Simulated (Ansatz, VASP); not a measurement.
Two plane-wave programs on RbBr

```
CELL_PARAMETERS angstrom
4.07009 0.00000 0.00000
0.00000 4.07009 0.00000
0.00000 0.00000 4.07009
ATOMIC_POSITIONS crystal
Rb 0.00000 0.00000 0.00000
Br 0.50000 0.50000 0.50000
```

Alike in both runs: functional PBEsol; k mesh 8 × 8 × 8; occupations fermi-dirac, width 0.1 eV; no spin polarisation.

Ansatz relaxed the structure, and its values are those at the end. VASP's run is a single point on that final structure, the one shown.

|  | VASP | Ansatz |
| --- | --- | --- |
| version | VASP 6.6.1 | Ansatz 0.2.0 |
| potentials or method | VASP PAW PBE potentials, release 64 (Rb_sv, Br) | PAW with Ansatz's default frozen-core files, scalar-relativistic |
| plane-wave cutoff (eV) | 520 | 420 |
| valence electrons in the cell | 16 | 16 |

|  | VASP | Ansatz | Ansatz less VASP |
| --- | --- | --- | --- |
| pressure (GPa) | 0.1 | 0.0 | -0.04 |

VASP's potentials were made for PBE, not for PBEsol.
